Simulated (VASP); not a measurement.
# CdS (R3m) in VASP: further runs

CdS is run at these levels: PBE, r2SCAN; tasks: single point.

Program: VASP 6.6.1. These are calculated values, not measurements. Logs are shortened: lines on timing, memory, paths and dates and some standing lists are left out, and cuts for length are marked.

## Step 1: The cell of the first run

Symmetry: R3m, No. 160, trigonal system. Conventional cell: a = 4.323 Å, b = 4.323 Å, c = 9.823 Å, α = 90.00°, β = 90.00°, γ = 120.00°. Cd (site symmetry 3m) has 4 S at 2.56 to 2.60 Å within 3.4 Å. S (site symmetry 3m) has 4 Cd at 2.56 to 2.60 Å within 3.4 Å.

## Step 2: Single point, PBE (epitaxial 111 strain +4.0%)

Input file INCAR:

```
SYSTEM = CdS
PREC = Accurate
ENCUT = 520
EDIFF = 1E-6
ISMEAR = -1
SIGMA = 0.02
LREAL = .False.
LASPH = .True.
NELM = 100
ALGO = Normal
ISIF = 2
LWAVE = .False.
LCHARG = .False.
GGA = PE
NBANDS = 16
```

Input file KPOINTS:

```
Automatic mesh
0
Gamma
  8 8 8
  0 0 0
```

Input file POSCAR:

```
CdS
1.0
   -0.1473944091      2.9093890208      2.9093890208
    2.9093890208     -0.1473944091      2.9093890208
    2.9093890208      2.9093890208     -0.1473944091
Cd S
1 1
Direct
   -0.0052805992     -0.0052805992     -0.0052805992
    0.2552805992      0.2552805992      0.2552805992
```

Potentials or basis: VASP PAW PBE potentials, release 64 (Cd, S).

Command:

```sh
$ cat potpaw_PBE.64/Cd/POTCAR potpaw_PBE.64/S/POTCAR > POTCAR
$ mpirun -np 1 vasp_std > vasp.out
```

OUTCAR:

```text
SYSTEM = CdS
   PREC = Accurate
   ENCUT = 520
   EDIFF = 1E-6
   ISMEAR = -1
   LREAL = .False.
   LASPH = .True.
   NELM = 100
   ISIF = 2
   GGA = PE

 ion  position               nearest neighbor table
   1  0.995  0.995  0.995-   2 2.56   2 2.60   2 2.60   2 2.60
   2  0.255  0.255  0.255-   1 2.56   1 2.60   1 2.60   1 2.60

  LATTYP: Found a trigonal (rhomboedric) cell.
 ALAT       =     4.1171366337
 COS(alpha) =     0.4487624663

  Lattice vectors:

 A1 = (  -0.1473944091,   2.9093890208,   2.9093890208)
 A2 = (   2.9093890208,  -0.1473944091,   2.9093890208)
 A3 = (   2.9093890208,   2.9093890208,  -0.1473944091)

Analysis of symmetry for initial positions (statically):
=====================================================================
 Subroutine PRICEL returns:
 Original cell was already a primitive cell.

 Routine SETGRP: Setting up the symmetry group for a
 trigonal (rhombohedral) supercell.

 Subroutine GETGRP returns: Found  6 space group operations
 (whereof  6 operations were pure point group operations)
 out of a pool of 12 trial point group operations.

The static configuration has the point symmetry C_3v.

Analysis of symmetry for dynamics (positions and initial velocities):
=====================================================================
 Subroutine PRICEL returns:
 Original cell was already a primitive cell.

 Routine SETGRP: Setting up the symmetry group for a
 trigonal (rhombohedral) supercell.

 Subroutine GETGRP returns: Found  6 space group operations
 (whereof  6 operations were pure point group operations)
 out of a pool of 12 trial point group operations.

The dynamic configuration has the point symmetry C_3v.

 Subroutine INISYM returns: Found  6 space group operations
 (whereof  6 operations are pure point group operations),
 and found     1 'primitive' translations

----------------------------------------------------------------------------------------

                                     Primitive cell

  volume of cell :      52.9930

  direct lattice vectors                    reciprocal lattice vectors
    -0.147394409  2.909389021  2.909389021    -0.159319572  0.167821694  0.167821694
     2.909389021 -0.147394409  2.909389021     0.167821694 -0.159319572  0.167821694
     2.909389021  2.909389021 -0.147394409     0.167821694  0.167821694 -0.159319572

  length of vectors
     4.117136634  4.117136634  4.117136634     0.285851304  0.285851304  0.285851304

  position of ions in fractional coordinates (direct lattice)
     0.994719401  0.994719401  0.994719401
     0.255280599  0.255280599  0.255280599

  ion indices of the primitive-cell ions
   primitive index   ion index
                 1           1
                 2           2

----------------------------------------------------------------------------------------

 KPOINTS: Automatic mesh

Automatic generation of k-mesh.
 Grid dimensions read from file:
 generate k-points for:    8    8    8

 Generating k-lattice:

  Cartesian coordinates                     Fractional coordinates (reciprocal lattice)
    -0.019914946  0.020977712  0.020977712     0.125000000  0.000000000  0.000000000
     0.020977712 -0.019914946  0.020977712     0.000000000  0.125000000  0.000000000
     0.020977712  0.020977712 -0.019914946     0.000000000  0.000000000  0.125000000

  Length of vectors
     0.035731413  0.035731413  0.035731413

  Shift w.r.t. Gamma in fractional coordinates (k-lattice)
     0.000000000  0.000000000  0.000000000

 Subroutine IBZKPT returns following result:
 ===========================================

 Found     65 irreducible k-points:

 Following reciprocal coordinates:
            Coordinates               Weight
  0.000000  0.000000  0.000000      1.000000
  0.125000  0.000000 -0.000000      6.000000
  0.250000  0.000000 -0.000000      6.000000
  0.375000  0.000000 -0.000000      6.000000
  0.500000  0.000000 -0.000000      3.000000
  0.125000  0.125000  0.000000      6.000000
[... 16 lines left out ...]
  0.250000  0.125000  0.125000      6.000000
  0.375000  0.125000  0.125000      6.000000
 [... further k-points ...]
   k-points           NKPTS =     65   k-points in BZ     NKDIM =     65   number of bands    NBANDS=     16
   number of dos      NEDOS =    301   number of ions     NIONS =      2
   total plane-waves  NPLWV =  32768
   dimension x,y,z NGX =    32 NGY =   32 NGZ =   32
   dimension x,y,z NGXF=    64 NGYF=   64 NGZF=   64
   ions per type =               1   1
   NGX,Y,Z   is equivalent  to a cutoff of  12.92, 12.92, 12.92 a.u.
   NGXF,Y,Z  is equivalent  to a cutoff of  25.84, 25.84, 25.84 a.u.
 SYSTEM =  CdS
   PREC   = accura    normal or accurate (medium, high low for compatibility)
   ISTART =      0    job   : 0-new  1-cont  2-samecut
   ICHARG =      2    charge: 1-file 2-atom 10-const
   ISPIN  =      1    spin polarized calculation?
   LNONCOLLINEAR =      F non collinear calculations
   LSORBIT =      F    spin-orbit coupling
   LASPH  =      T    aspherical Exc in radial PAW
   ENCUT  =  520.0 eV  38.22 Ry    6.18 a.u.   7.66  7.66  7.66*2*pi/ulx,y,z
   NELM   =    100;   NELMIN=  2; NELMDL= -5     # of ELM steps
   EDIFF  = 0.1E-05   stopping-criterion for ELM
   LREAL  =      F    real-space projection
   EDIFFG = 0.1E-04   stopping-criterion for IOM
   NSW    =      0    number of steps for IOM
   IBRION =     -1    ionic relax: 0-MD 1-quasi-New 2-CG
   NFREE  =      0    steps in history (QN), initial steepest desc. (CG)
   ISIF   =      2    stress and relaxation
   ISYM   =      2    0-nonsym 1-usesym 2-fastsym
   POTIM  = 0.5000    time-step for ionic-motion
   TEBEG  =    0.0;   TEEND  =   0.0 temperature during run
   PSTRESS=    0.0 pullay stress
   NELECT =      18.0000    total number of electrons
   NUPDOWN=      -1.0000    fix difference up-down
   EMIN   =  10.00;   EMAX   =-10.00  energy-range for DOS
   EFERMI =   0.00;   METHOD = LEGACY
   ISMEAR =    -1;   SIGMA  =   0.02  broadening in eV -4-tet -1-fermi 0-gaus
   EFERMI_NEDOS =   21; number of points for ismear=-14 and -15
   IALGO  =     38    algorithm
   IMIX   =      4    mixing-type and parameters
     AMIX     =   0.40;   BMIX     =  1.00
     AMIX_MAG =   1.60;   BMIX_MAG =  1.00
  volume/ion in A,a.u.               =      26.50       178.81
  Fermi-wavevector in a.u.,A,eV,Ry     =   1.142246  2.158531 17.751866  1.304725
  Thomas-Fermi vector in A             =   2.278944
   LORBIT       =      0    0 simple, 1 ext, 2 COOP (PROOUT), +10 PAW based schemes
   GGA     = PE    functional components
   LHFCALC =     F    Hartree Fock is set to
   AEXX    =    0.0000 exact exchange contribution
   IVDW    =     0    specifies the selected vdW correction
   LEPSILON=     F    determine dielectric tensor
   LRPA    =     F    only Hartree local field effects (RPA)
 non-spin polarized calculation
  energy-cutoff  :      520.00
  volume of cell :       52.99
 maximum number of plane-waves:      1440
   NGX = 15   NGY = 15   NGZ = 15

 number of electron      17.9999999 magnetization

 Free energy of the ion-electron system (eV)
  ---------------------------------------------------
  ext. energy  EPLUGINS =         0.00000000
  ---------------------------------------------------
  free energy    TOTEN  =        -6.11555105 eV

  energy without entropy =       -6.11555105  energy(sigma->0) =       -6.11555105

 E-fermi :   1.3151     XC(G=0):  -8.8529

 val. band max:        0.8941775495   @ k =   0.0000   0.0000   0.0000
 cond. band min:       1.7322580085   @ k =   0.0000   0.0000   0.0000
 fundamental gap:      0.8380804591
 Fermi energy:         1.3151148137

 k-point     1 :       0.0000    0.0000    0.0000
  band No.  band energies     occupation
      1     -11.1986      2.00000
      2      -6.7472      2.00000
      3      -6.7472      2.00000
      4      -6.7187      2.00000
      5      -6.3525      2.00000
      6      -6.3525      2.00000
[... 8 lines left out ...]
     15      12.1543      0.00000
     16      12.1543      0.00000

 k-point     2 :       0.1250    0.0000   -0.0000
  band No.  band energies     occupation
      1     -11.1465      2.00000
      2      -6.7285      2.00000
      3      -6.7165      2.00000
      4      -6.6839      2.00000
      5      -6.3549      2.00000
      6      -6.3510      2.00000
[... 8 lines left out ...]
     15      11.7103      0.00000
     16      12.5598      0.00000

 k-point     3 :       0.2500    0.0000   -0.0000
  band No.  band energies     occupation
      1     -11.0198      2.00000
      2      -6.6867      2.00000
      3      -6.6760      2.00000
      4      -6.5239      2.00000
      5      -6.3557      2.00000
      6      -6.3406      2.00000
[... 8 lines left out ...]
     15      11.6730      0.00000
     16      12.1106      0.00000

 k-point     4 :       0.3750    0.0000   -0.0000
  band No.  band energies     occupation
      1     -10.8924      2.00000
      2      -6.6522      2.00000
      3      -6.6482      2.00000
      4      -6.3470      2.00000
      5      -6.3288      2.00000
      6      -6.2370      2.00000
[... 8 lines left out ...]
     15      11.7086      0.00000
     16      12.5729      0.00000

 k-point     5 :       0.5000    0.0000   -0.0000
  band No.  band energies     occupation
      1     -10.8396      2.00000
      2      -6.6408      2.00000
      3      -6.6396      2.00000
      4      -6.3399      2.00000
      5      -6.3135      2.00000
      6      -6.0584      2.00000
[... 8 lines left out ...]
     15      12.5634      0.00000
     16      13.0564      0.00000

 k-point     6 :       0.1250    0.1250    0.0000
  band No.  band energies     occupation
      1     -11.1263      2.00000
      2      -6.7127      2.00000
      3      -6.7080      2.00000
      4      -6.6773      2.00000
      5      -6.3653      2.00000
      6      -6.3423      2.00000
[... 8 lines left out ...]
     15      12.2575      0.00000
     16      13.0044      0.00000

 k-point     7 :       0.2500    0.1250    0.0000
  band No.  band energies     occupation
      1     -11.0227      2.00000
      2      -6.6813      2.00000
      3      -6.6582      2.00000
      4      -6.5707      2.00000
      5      -6.3678      2.00000
      6      -6.3301      2.00000
[... 8 lines left out ...]
     15      12.2233      0.00000
     16      13.2581      0.00000

 k-point     8 :       0.3750    0.1250   -0.0000
  band No.  band energies     occupation
      1     -10.8961      2.00000
      2      -6.6474      2.00000
      3      -6.6236      2.00000
      4      -6.4129      2.00000
      5      -6.3241      2.00000
      6      -6.2599      2.00000
[... 8 lines left out ...]
     15      12.7225      0.00000
     16      12.8314      0.00000

 k-point     9 :       0.5000    0.1250   -0.0000
  band No.  band energies     occupation
      1     -10.8215      2.00000
      2      -6.6304      2.00000
      3      -6.6119      2.00000
      4      -6.3663      2.00000
      5      -6.3158      2.00000
      6      -6.0410      2.00000
[... 8 lines left out ...]
     15      12.7938      0.00000
     16      12.9818      0.00000
[... 172 lines left out ...]
 k-point    19 :       0.5000    0.3750   -0.0000
  band No.  band energies     occupation
      1     -10.7312      2.00000
      2      -6.5535      2.00000
      3      -6.4918      2.00000
      4      -6.4574      2.00000
      5      -6.2888      2.00000
      6      -5.9862      2.00000
[... 8 lines left out ...]
     15      13.1067      0.00000
     16      14.3507      0.00000

 k-point    20 :      -0.3750    0.3750    0.0000
  band No.  band energies     occupation
      1     -10.7291      2.00000
      2      -6.5699      2.00000
      3      -6.5093      2.00000
      4      -6.4259      2.00000
      5      -6.3094      2.00000
      6      -5.8909      2.00000
[... 8 lines left out ...]
     15      12.7440      0.00000
     16      14.4876      0.00000

 k-point    21 :       0.5000    0.5000    0.0000
  band No.  band energies     occupation
      1     -10.7120      2.00000
      2      -6.5546      2.00000
      3      -6.4691      2.00000
      4      -6.4456      2.00000
      5      -6.2773      2.00000
      6      -5.9773      2.00000
[... 8 lines left out ...]
     15      13.0733      0.00000
     16      13.8686      0.00000

 k-point    22 :       0.1250    0.1250    0.1250
  band No.  band energies     occupation
      1     -11.1375      2.00000
      2      -6.7252      2.00000
      3      -6.7252      2.00000
      4      -6.6696      2.00000
      5      -6.3544      2.00000
      6      -6.3544      2.00000
[... 8 lines left out ...]
     15      11.4302      0.00000
     16      12.3762      0.00000

 k-point    23 :       0.2500    0.1250    0.1250
  band No.  band energies     occupation
      1     -11.0565      2.00000
      2      -6.7030      2.00000
      3      -6.6821      2.00000
      4      -6.5937      2.00000
      5      -6.3689      2.00000
      6      -6.3358      2.00000
[... 8 lines left out ...]
     15      11.5695      0.00000
     16      13.3003      0.00000

 k-point    24 :       0.3750    0.1250    0.1250
  band No.  band energies     occupation
      1     -10.9301      2.00000
      2      -6.6577      2.00000
      3      -6.6437      2.00000
      4      -6.4232      2.00000
      5      -6.3729      2.00000
      6      -6.2821      2.00000
[... 8 lines left out ...]
     15      12.4839      0.00000
     16      13.2198      0.00000

 [... further k-points ...]

------------------------ aborting loop because EDIFF is reached ----------------------------------------

  FORCE on cell =-STRESS in cart. coord.  units (eV):
  Direction    XX          YY          ZZ          XY          YZ          ZX
  --------------------------------------------------------------------------------------
  -------------------------------------------------------------------------------------
  Total       -0.2651396     -0.2651396     -0.2651396      0.4016716      0.4016716      0.4016716
  in kB       -8.0161692     -8.0161692     -8.0161692     12.1440431     12.1440431     12.1440431
  external PRESSURE =      -8.0161692 kB  Pullay stress =       0.0000000 kB

 VOLUME and BASIS-vectors are now :
 -----------------------------------------------------------------------------
  energy-cutoff  :      520.00
  volume of cell :       52.99
      direct lattice vectors                 reciprocal lattice vectors
    -0.147394409  2.909389021  2.909389021    -0.159319572  0.167821694  0.167821694
     2.909389021 -0.147394409  2.909389021     0.167821694 -0.159319572  0.167821694
     2.909389021  2.909389021 -0.147394409     0.167821694  0.167821694 -0.159319572

 POSITION                                       TOTAL-FORCE (eV/Angst)
 -----------------------------------------------------------------------------------
      5.64144      5.64144      5.64144        -0.002980     -0.002980     -0.002980
      1.44779      1.44779      1.44779         0.002980      0.002980      0.002980
 -----------------------------------------------------------------------------------
    total drift:                               -0.000248     -0.000248     -0.000248

  FREE ENERGIE OF THE ION-ELECTRON SYSTEM (eV)
  ---------------------------------------------------
  free  energy   TOTEN  =        -6.1155510471 eV

  energy  without entropy=       -6.1155510471  energy(sigma->0) =       -6.11555105
```

Wall time 19 s (1 thread of Intel Xeon Platinum 8559C (Emerald Rapids), shared host); peak memory 0.21 GiB.

What came out:

- Free energy: -6.1156 eV
- Pressure: -0.8 GPa
- Largest force: 0.005 eV/Å
- Band gap on the k mesh: 0.84 eV, direct

Forces on the atoms (eV/Å):
```
Cd  -0.003 -0.003 -0.003
S    0.003  0.003  0.003
```

Stress tensor (GPa, compression positive):
```
-0.80  1.21  1.21
 1.21 -0.80  1.21
 1.21  1.21 -0.80
```

Caveat: the cell differs from its parent crystal (epitaxial 111 strain +4.0%).

## Step 3: Single point, r2SCAN (epitaxial 111 strain +4.0%)

POSCAR is that of step 2.

Input file INCAR.step1:

```
SYSTEM = CdS
PREC     = Accurate       ! precision mode
ENCUT    = 520            ! plane-wave cutoff, eV
ISMEAR   = 0              ! smearing method
SIGMA    = 0.01           ! smearing width, eV
LREAL    = .FALSE.        ! projectors in reciprocal space
LASPH    = .TRUE.         ! aspherical terms in the spheres
NELM     = 60             ! most SCF steps
NBANDS   = 16             ! bands
GGA      = PE             ! functional
ALGO     = Normal         ! electronic algorithm
EDIFF    = 1E-4           ! SCF threshold, eV
LWAVE    = .TRUE.         ! write WAVECAR
LCHARG   = .FALSE.        ! write CHGCAR
```

Input file INCAR.step2:

```
SYSTEM = CdS
PREC     = Accurate       ! precision mode
ENCUT    = 520            ! plane-wave cutoff, eV
EDIFF    = 1E-7           ! SCF threshold, eV
ISMEAR   = 0              ! smearing method
SIGMA    = 0.01           ! smearing width, eV
LREAL    = .FALSE.        ! projectors in reciprocal space
LASPH    = .TRUE.         ! aspherical terms in the spheres
NELM     = 60             ! most SCF steps
ALGO     = Normal         ! electronic algorithm
ISIF     = 2              ! what is computed and relaxed
LWAVE    = .FALSE.        ! write WAVECAR
LCHARG   = .FALSE.        ! write CHGCAR
METAGGA  = R2SCAN         ! meta-GGA
LMIXTAU  = .TRUE.       
NBANDS   = 16             ! bands
ISTART   = 1
```

Input file KPOINTS:

```
Automatic mesh
0
G
  8 8 8
  0 0 0
```

Potentials or basis: VASP PAW PBE potentials, release 64 (Cd, S).

Command:

```sh
$ cat potpaw_PBE.64/Cd/POTCAR potpaw_PBE.64/S/POTCAR > POTCAR
$ cp INCAR.step1 INCAR
$ mpirun -np 1 vasp_std > vasp.out
$ cp INCAR.step2 INCAR
$ mpirun -np 1 vasp_std > vasp.out
```

Run time: 73 s. Hardware: 1 thread of Intel Xeon Platinum 8559C (Emerald Rapids), shared host; peak memory 0.22 GiB.

Results (log left out):

| Quantity | Value |
| --- | --- |
| Free energy | -29.6413 eV |
| Pressure | -2.3 GPa |
| Largest force | 0.007 eV/Å |
| Band gap on the k mesh | 1.25 eV, direct |

Forces on the atoms (eV/Å):
```
Cd  -0.004 -0.004 -0.004
S    0.004  0.004  0.004
```

Stress tensor (GPa, compression positive):
```
-2.26  1.27  1.27
 1.27 -2.26  1.27
 1.27  1.27 -2.26
```

Levels at points of the mesh, in eV from the valence-band top:
```
           k point  band 6  band 7  band 8  band 9  band 10  band 11  band 12  band 13
(0.00, 0.00, 0.00)   -7.47   -0.22   -0.22    0.00     1.25     6.68     6.68     7.65
(0.50, 0.00, 0.00)   -7.17   -4.24   -0.87   -0.61     3.36     7.22     7.45     7.75
(0.50, 0.50, 0.00)   -7.09   -3.80   -2.01   -1.60     3.61     4.71     9.19    10.83
(0.50, 0.50, 0.50)   -7.07   -4.01   -0.96   -0.96     2.80     6.92     6.92     7.75
```

Caveat: the cell differs from its parent crystal (epitaxial 111 strain +4.0%); the PAW data sets were made with another functional, which shifts forces and pressure a little.

(Continued in part 2 of 2.)
